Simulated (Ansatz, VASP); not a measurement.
Two plane-wave programs on Sb

```
Sb
1.0
    -1.49235    1.49235    2.45916
     1.49235   -1.49235    2.45916
     1.49235    1.49235   -2.45916
Sb
1
Direct
  0.00000 0.00000 0.00000
```

Change from the starting cell: volume scaled by 0.975, PAW files.

Alike in both runs: task electric field gradients; functional PBEsol; k mesh 19 × 19 × 19; occupations fermi-dirac, width 0.05 eV; no spin polarisation.

```csv
,VASP,Ansatz
version,VASP 6.6.1,Ansatz 0.2.0
potentials or method,"VASP PAW PBE potentials, release 64 (Sb)","PAW with Ansatz's default frozen-core files, scalar-relativistic"
plane-wave cutoff (eV),520,420
valence electrons in the cell,5,15
```

|  | VASP | Ansatz | Ansatz less VASP |
| --- | --- | --- | --- |
| pressure (GPa) | 18.9 | 18.6 | -0.28 |
| traceless stress, the component that is largest in VASP (GPa) | -1.80 | -1.67 | +0.132 |
| size of Vzz on the site where it differs most (V/Å²) | 38.1 | 37.1 | -1.00 |

VASP's potentials were made for PBE, not for PBEsol. The functional is the same, so the differences come from potentials, cutoffs and numerics. VASP's potentials hold 5 valence electrons a cell and Ansatz's 15, so a difference there can come from the potentials and not from the codes.

Spin-orbit coupling is off throughout.
